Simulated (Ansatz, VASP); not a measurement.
Si2Ge in VASP and in Ansatz

```xyz
6
Lattice="3.9329 0.0000 0.0000 -1.9665 3.4060 0.0000 0.0000 0.0000 9.5994" Properties=species:S:1:pos:R:3 pbc="T T T"
Si    0.0000    0.0000    8.4230
Si    0.0000    0.0000    1.1764
Si    0.0000    2.2707    5.1774
Si    1.9665    1.1353    4.4219
Ge    0.0000    2.2707    7.6051
Ge    1.9665    1.1353    1.9943
```

Alike in both runs: functional PBE; k mesh 5 × 5 × 2; occupations gaussian, width 0.2 eV; no spin polarisation.

Ansatz relaxed the structure, and its values are those at the end. VASP's run is a single point on that final structure, the one shown.

|  | VASP | Ansatz |
| --- | --- | --- |
| version | VASP 6.6.1 | Ansatz 0.2.0 |
| potentials or method | VASP PAW PBE potentials, release 64 (Si, Ge_d), cutoff 520 eV | scalar-relativistic, plane waves, PAW |
| valence electrons in the cell | 44 | 44 |

VASP gave:

| Quantity | Value |
| --- | --- |
| gap on the k mesh at the Fermi level (eV) | 0.74 |
| least direct gap on the mesh (eV) | 1.07 |
| pressure (GPa) | -0.1 |
| rms of the force components (eV/Å) | 0.011 |

**Question.** What did Ansatz give for the same quantities?

**Answer.** gap on the k mesh at the Fermi level (eV): 0.74; least direct gap on the mesh (eV): 1.06; pressure (GPa): 0.0; rms of the force components (eV/Å): 0.011.
